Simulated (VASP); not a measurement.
# Sc (R-3) in VASP: single point with PBE

Aim: the single point of Sc with PBE.

Program: VASP 6.6.1. These are calculated values, not measurements. Logs are shortened: lines on timing, memory, paths and dates and some standing lists are left out, and cuts for length are marked.

### Step 1. The cell of the first run

It takes space group R-3 (No. 148, trigonal). The conventional cell has a = 12.976 Å, b = 12.976 Å, c = 3.318 Å, α = 90.00°, β = 90.00°, γ = 120.00°. Within 4.1 Å of Sc (site symmetry 1) lie 12 Sc at 3.04 to 4.02 Å.

### Step 2. Single point, PBE

Input file INCAR:

```
SYSTEM = Sc
PREC = Accurate
ENCUT = 500
EDIFF = 1E-6
ISMEAR = 0
SIGMA = 0.1
LREAL = .False.
LASPH = .True.
NELM = 120
ALGO = Normal
ISIF = 2
LWAVE = .False.
LCHARG = .False.
GGA = PE
NBANDS = 42
GGA_COMPAT = .False.
KPAR = 4
```

Input file KPOINTS:

```
regular mesh
0
Gamma
  12 12 12
  0 0 0
```

Input file POSCAR:

```
Sc
1.0
    6.4880116156      3.7458552528      1.1060321620
   -6.4880116156      3.7458552528      1.1060321620
    0.0000000000     -7.4917105056      1.1060321620
Sc
6
Direct
    0.4989493265      0.2279593887      0.0752784442
    0.0752784442      0.4989493265      0.2279593887
    0.2279593887      0.0752784442      0.4989493265
    0.5010506735      0.7720406113      0.9247215558
    0.9247215558      0.5010506735      0.7720406113
    0.7720406113      0.9247215558      0.5010506735
```

Potentials or basis: VASP PAW PBE potentials, release 64 (Sc_sv).

Command:

```
$ cat potpaw_PBE.64/Sc_sv/POTCAR > POTCAR
$ mpirun -np 4 vasp_std > vasp.out
```

OUTCAR:

```text
SYSTEM = Sc
   PREC = Accurate
   ENCUT = 500
   EDIFF = 1E-6
   ISMEAR = 0
   LREAL = .False.
   LASPH = .True.
   NELM = 120
   ISIF = 2
   GGA = PE

 ion  position               nearest neighbor table
   1  0.499  0.228  0.075-   2 3.04   3 3.04   4 3.10   6 3.18   5 3.18   6 3.30   5 3.30
   2  0.075  0.499  0.228-   3 3.04   1 3.04   5 3.10   6 3.18   4 3.18   6 3.30   4 3.30
   3  0.228  0.075  0.499-   2 3.04   1 3.04   6 3.10   4 3.18   5 3.18   4 3.30   5 3.30
   4  0.501  0.772  0.925-   5 3.04   6 3.04   1 3.10   3 3.18   2 3.18   3 3.30   2 3.30
   5  0.925  0.501  0.772-   6 3.04   4 3.04   2 3.10   3 3.18   1 3.18   3 3.30   1 3.30
   6  0.772  0.925  0.501-   5 3.04   4 3.04   3 3.10   1 3.18   2 3.18   1 3.30   2 3.30

  LATTYP: Found a trigonal (rhomboedric) cell.
 ALAT       =     7.5729144616
 COS(alpha) =    -0.4680036331

  Lattice vectors:

 A1 = (   6.4880116156,   3.7458552528,   1.1060321620)
 A2 = (  -6.4880116156,   3.7458552528,   1.1060321620)
 A3 = (   0.0000000000,  -7.4917105056,   1.1060321620)

Analysis of symmetry for initial positions (statically):
=====================================================================
 Subroutine PRICEL returns:
 Original cell was already a primitive cell.

 Routine SETGRP: Setting up the symmetry group for a
 trigonal (rhombohedral) supercell.

 Subroutine GETGRP returns: Found  6 space group operations
 (whereof  6 operations were pure point group operations)
 out of a pool of 12 trial point group operations.

The static configuration has the point symmetry S_6 .

Analysis of symmetry for dynamics (positions and initial velocities):
=====================================================================
 Subroutine PRICEL returns:
 Original cell was already a primitive cell.

 Routine SETGRP: Setting up the symmetry group for a
 trigonal (rhombohedral) supercell.

 Subroutine GETGRP returns: Found  6 space group operations
 (whereof  6 operations were pure point group operations)
 out of a pool of 12 trial point group operations.

The dynamic configuration has the point symmetry S_6 .

 Subroutine INISYM returns: Found  6 space group operations
 (whereof  6 operations are pure point group operations),
 and found     1 'primitive' translations

----------------------------------------------------------------------------------------

                                     Primitive cell

  volume of cell :     161.2804

  direct lattice vectors                    reciprocal lattice vectors
     6.488011616  3.745855253  1.106032162     0.077065213  0.044493622  0.301377613
    -6.488011616  3.745855253  1.106032162    -0.077065213  0.044493622  0.301377613
     0.000000000 -7.491710506  1.106032162     0.000000000 -0.088987243  0.301377613

  length of vectors
     7.572914462  7.572914462  7.572914462     0.314240665  0.314240665  0.314240665

  position of ions in fractional coordinates (direct lattice)
     0.498949326  0.227959389  0.075278444
     0.075278444  0.498949326  0.227959389
     0.227959389  0.075278444  0.498949326
     0.501050674  0.772040611  0.924721556
     0.924721556  0.501050674  0.772040611
     0.772040611  0.924721556  0.501050674

  ion indices of the primitive-cell ions
   primitive index   ion index
                 1           1
                 2           2
                 3           3
                 4           4
                 5           5
                 6           6

----------------------------------------------------------------------------------------

 KPOINTS: regular mesh

Automatic generation of k-mesh.
 Grid dimensions read from file:
 generate k-points for:   12   12   12

 Generating k-lattice:

  Cartesian coordinates                     Fractional coordinates (reciprocal lattice)
     0.006422101  0.003707802  0.025114801     0.083333333 -0.000000000 -0.000000000
    -0.006422101  0.003707802  0.025114801    -0.000000000  0.083333333 -0.000000000
     0.000000000 -0.007415604  0.025114801    -0.000000000 -0.000000000  0.083333333

  Length of vectors
     0.026186722  0.026186722  0.026186722

  Shift w.r.t. Gamma in fractional coordinates (k-lattice)
     0.000000000  0.000000000  0.000000000

 Subroutine IBZKPT returns following result:
 ===========================================

 Found    294 irreducible k-points:

 Following reciprocal coordinates:
            Coordinates               Weight
  0.000000  0.000000  0.000000      1.000000
  0.083333  0.000000  0.000000      6.000000
  0.166667 -0.000000  0.000000      6.000000
  0.250000  0.000000  0.000000      6.000000
  0.333333 -0.000000  0.000000      6.000000
  0.416667  0.000000  0.000000      6.000000
[... 16 lines left out ...]
 -0.250000  0.083333 -0.000000      6.000000
  0.250000  0.000000 -0.083333      6.000000
 [... further k-points ...]
   k-points           NKPTS =    294   k-points in BZ     NKDIM =    294   number of bands    NBANDS=     42
   number of dos      NEDOS =    301   number of ions     NIONS =      6
   total plane-waves  NPLWV = 175616
   dimension x,y,z NGX =    56 NGY =   56 NGZ =   56
   dimension x,y,z NGXF=   112 NGYF=  112 NGZF=  112
   ions per type =               6
   NGX,Y,Z   is equivalent  to a cutoff of  12.29, 12.29, 12.29 a.u.
   NGXF,Y,Z  is equivalent  to a cutoff of  24.59, 24.59, 24.59 a.u.
 SYSTEM =  Sc
   PREC   = accura    normal or accurate (medium, high low for compatibility)
   ISTART =      0    job   : 0-new  1-cont  2-samecut
   ICHARG =      2    charge: 1-file 2-atom 10-const
   ISPIN  =      1    spin polarized calculation?
   LNONCOLLINEAR =      F non collinear calculations
   LSORBIT =      F    spin-orbit coupling
   LASPH  =      T    aspherical Exc in radial PAW
   ENCUT  =  500.0 eV  36.75 Ry    6.06 a.u.  13.81 13.81 13.81*2*pi/ulx,y,z
   NELM   =    120;   NELMIN=  2; NELMDL= -5     # of ELM steps
   EDIFF  = 0.1E-05   stopping-criterion for ELM
   LREAL  =      F    real-space projection
   EDIFFG = 0.1E-04   stopping-criterion for IOM
   NSW    =      0    number of steps for IOM
   IBRION =     -1    ionic relax: 0-MD 1-quasi-New 2-CG
   NFREE  =      0    steps in history (QN), initial steepest desc. (CG)
   ISIF   =      2    stress and relaxation
   ISYM   =      2    0-nonsym 1-usesym 2-fastsym
   POTIM  = 0.5000    time-step for ionic-motion
   TEBEG  =    0.0;   TEEND  =   0.0 temperature during run
   PSTRESS=    0.0 pullay stress
   NELECT =      66.0000    total number of electrons
   NUPDOWN=      -1.0000    fix difference up-down
   EMIN   =  10.00;   EMAX   =-10.00  energy-range for DOS
   EFERMI =   0.00;   METHOD = LEGACY
   ISMEAR =     0;   SIGMA  =   0.10  broadening in eV -4-tet -1-fermi 0-gaus
   EFERMI_NEDOS =   21; number of points for ismear=-14 and -15
   IALGO  =     38    algorithm
   IMIX   =      4    mixing-type and parameters
     AMIX     =   0.40;   BMIX     =  1.00
     AMIX_MAG =   1.60;   BMIX_MAG =  1.00
  volume/ion in A,a.u.               =      26.88       181.40
  Fermi-wavevector in a.u.,A,eV,Ry     =   1.215427  2.296824 20.099386  1.477263
  Thomas-Fermi vector in A             =   2.350815
   LORBIT       =      0    0 simple, 1 ext, 2 COOP (PROOUT), +10 PAW based schemes
   GGA     = PE    functional components
   LHFCALC =     F    Hartree Fock is set to
   AEXX    =    0.0000 exact exchange contribution
   IVDW    =     0    specifies the selected vdW correction
   LEPSILON=     F    determine dielectric tensor
   LRPA    =     F    only Hartree local field effects (RPA)
 non-spin polarized calculation
 Gauss-broadening in eV      SIGMA  =   0.10
  energy-cutoff  :      500.00
  volume of cell :      161.28
 maximum number of plane-waves:      4126
   NGX = 27   NGY = 27   NGZ = 27

 number of electron      66.0000006 magnetization

 Free energy of the ion-electron system (eV)
  ---------------------------------------------------
  ext. energy  EPLUGINS =         0.00000000
  ---------------------------------------------------
  free energy    TOTEN  =       -35.65822290 eV

  energy without entropy =      -35.58386649  energy(sigma->0) =      -35.62104469

 E-fermi :   3.2227     XC(G=0):  -9.4330

 val. band max:        3.2226178939   @ k =  -0.4167   0.5000   0.3333
 cond. band min:       3.2236668572   @ k =  -0.2500   0.3333   0.1667
 fundamental gap:      0.0010489633
 Fermi energy:         3.2227046282

 k-point     1 :       0.0000    0.0000    0.0000
  band No.  band energies     occupation
      1     -46.3644      2.00000
      2     -46.3016      2.00000
      3     -46.2968      2.00000
      4     -46.2968      2.00000
      5     -46.2937      2.00000
      6     -46.2937      2.00000
[... 34 lines left out ...]
     41       4.3963      0.00000
     42       4.3967      0.00000

 k-point     2 :       0.0833    0.0000    0.0000
  band No.  band energies     occupation
      1     -46.3618      2.00000
      2     -46.3019      2.00000
      3     -46.2990      2.00000
      4     -46.2960      2.00000
      5     -46.2923      2.00000
      6     -46.2895      2.00000
[... 34 lines left out ...]
     41       4.4145      0.00000
     42       4.4887      0.00000

 k-point     3 :       0.1667   -0.0000    0.0000
  band No.  band energies     occupation
      1     -46.3545      2.00000
      2     -46.3029      2.00000
      3     -46.2996      2.00000
      4     -46.2944      2.00000
      5     -46.2887      2.00000
      6     -46.2830      2.00000
[... 34 lines left out ...]
     41       4.5083      0.00000
     42       4.5823      0.00000

 k-point     4 :       0.2500    0.0000    0.0000
  band No.  band energies     occupation
      1     -46.3436      2.00000
      2     -46.3033      2.00000
      3     -46.2987      2.00000
      4     -46.2933      2.00000
      5     -46.2837      2.00000
      6     -46.2763      2.00000
[... 844 lines left out ...]
     41       4.4146      0.00000
     42       4.6710      0.00000

 k-point    23 :      -0.2500    0.0833   -0.0000
  band No.  band energies     occupation
      1     -46.3527      2.00000
      2     -46.3084      2.00000
      3     -46.3002      2.00000
      4     -46.2923      2.00000
      5     -46.2896      2.00000
      6     -46.2798      2.00000
[... 34 lines left out ...]
     41       4.4273      0.00000
     42       4.6375      0.00000

 k-point    24 :       0.2500    0.0000   -0.0833
  band No.  band energies     occupation
      1     -46.3527      2.00000
      2     -46.3068      2.00000
      3     -46.3027      2.00000
      4     -46.2930      2.00000
      5     -46.2872      2.00000
      6     -46.2806      2.00000
[... 34 lines left out ...]
     41       4.4451      0.00000
     42       4.5252      0.00000

 [... further k-points ...]

------------------------ aborting loop because EDIFF is reached ----------------------------------------

  FORCE on cell =-STRESS in cart. coord.  units (eV):
  Direction    XX          YY          ZZ          XY          YZ          ZX
  --------------------------------------------------------------------------------------
  -------------------------------------------------------------------------------------
  Total        0.0265589      0.0265589      0.0184519      0.0000000      0.0000000      0.0000000
  in kB        0.2638394      0.2638394      0.1833029      0.0000002      0.0000000      0.0000000
  external PRESSURE =       0.2369939 kB  Pullay stress =       0.0000000 kB

 VOLUME and BASIS-vectors are now :
 -----------------------------------------------------------------------------
  energy-cutoff  :      500.00
  volume of cell :      161.28
      direct lattice vectors                 reciprocal lattice vectors
     6.488011616  3.745855253  1.106032162     0.077065213  0.044493622  0.301377613
    -6.488011616  3.745855253  1.106032162    -0.077065213  0.044493622  0.301377613
     0.000000000 -7.491710506  1.106032162     0.000000000 -0.088987243  0.301377613

 POSITION                                       TOTAL-FORCE (eV/Angst)
 -----------------------------------------------------------------------------------
      1.75819      2.15893      0.88724        -0.004606     -0.005602      0.000375
     -2.74878      0.44317      0.88724         0.007155     -0.001187      0.000375
      0.99060     -2.60210      0.88724        -0.002549      0.006790      0.000375
     -1.75819     -2.15893      2.43085         0.004606      0.005602     -0.000375
      2.74878     -0.44317      2.43085        -0.007155      0.001187     -0.000375
     -0.99060      2.60210      2.43085         0.002549     -0.006790     -0.000375
 -----------------------------------------------------------------------------------
    total drift:                               -0.000000      0.000000     -0.000000

  FREE ENERGIE OF THE ION-ELECTRON SYSTEM (eV)
  ---------------------------------------------------
  free  energy   TOTEN  =       -35.6582229020 eV

  energy  without entropy=      -35.5838664870  energy(sigma->0) =      -35.62104469
```

Wall time 14 min (4 MPI ranks of Intel Xeon Platinum 8259CL at 2.50GHz (Skylake/Cascade Lake), shared host); peak memory 1.4 GiB.

Results:

| Property | Result |
| --- | --- |
| Free energy | -35.6582 eV |
| Pressure | 0.0 GPa |
| Largest force | 0.007 eV/Å |
| Band gap on the k mesh | zero (bands 33 and 34 overlap by 0.55 eV) |

Forces in eV/Å, atoms in the order of the input:
```
Sc  -0.005 -0.006  0.000
Sc   0.007 -0.001  0.000
Sc  -0.003  0.007  0.000
Sc   0.005  0.006  0.000
Sc  -0.007  0.001  0.000
Sc   0.003 -0.007  0.000
```

Levels at points of the mesh, in eV from the Fermi level:
| k point | band 31 | band 32 | band 33 | band 34 | band 35 | band 36 |
| --- | --- | --- | --- | --- | --- | --- |
| (0.00, 0.00, 0.00) | -0.92 | 0.14 | 0.14 | 0.30 | 0.47 | 0.63 |
| (0.50, 0.00, 0.00) | -0.63 | -0.53 | -0.09 | -0.05 | 0.03 | 0.15 |
| (0.50, 0.50, 0.00) | -0.53 | -0.05 | 0.31 | 0.35 | 0.61 | 0.75 |
| (0.50, 0.50, 0.50) | -0.63 | -0.58 | -0.43 | 0.09 | 0.27 | 0.27 |
